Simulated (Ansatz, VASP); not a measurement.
**CdSb2O4 in VASP and in Ansatz**

```
Cd Sb O
1.0
    -0.00285   -0.00182    3.39842
     7.17098   -0.00600   -0.00605
    -0.00860   10.05105   -0.00556
Cd Sb O
2 4 8
Direct
  0.00000 0.50001 0.50001
  0.00001 0.00003 0.99999
  0.49971 0.11293 0.70603
  0.50030 0.88699 0.29398
  0.50031 0.61297 0.79398
  0.49967 0.38698 0.20600
  0.00032 0.69580 0.69034
  0.99968 0.30425 0.30969
  0.50017 0.60118 0.36087
  0.49983 0.39886 0.63913
  0.00035 0.19602 0.80979
  0.99965 0.80399 0.19019
  0.50002 0.89915 0.86076
  0.49998 0.10087 0.13923
```

Change from the starting cell: cell x1, atoms moved at random (sigma 0.15 Å) and cell strained at random (1.5 %), then relaxed without symmetry.

Alike in both runs: functional PBE; k mesh 4 × 2 × 2; occupations gaussian, width 0.1 eV; no spin polarisation.

Ansatz relaxed the structure, and its values are those at the end. VASP's run is a single point on that final structure, the one shown.

```csv
,VASP,Ansatz
version,VASP 6.6.1,Ansatz 0.2.0
potentials or method,"VASP PAW PBE potentials, release 64 (Cd, Sb, O), cutoff 520 eV","scalar-relativistic, plane waves, PAW"
valence electrons in the cell,92,148
```

|  | VASP | Ansatz | Ansatz less VASP |
| --- | --- | --- | --- |
| gap on the k mesh at the Fermi level (eV) | 2.26 | 2.32 | +0.058 |
| least direct gap on the mesh (eV) | 2.46 | 2.54 | +0.079 |
| pressure (GPa) | -0.1 | -0.1 | +0.02 |
| rms of the force components (eV/Å) | 0.033 | 0.002 | -0.0311 |

VASP's potentials hold 92 valence electrons a cell and Ansatz's 148, so a difference there can come from the potentials and not from the codes.

The k mesh is coarse, so the values compare programs but aren't converged. Spin-orbit coupling is off throughout.
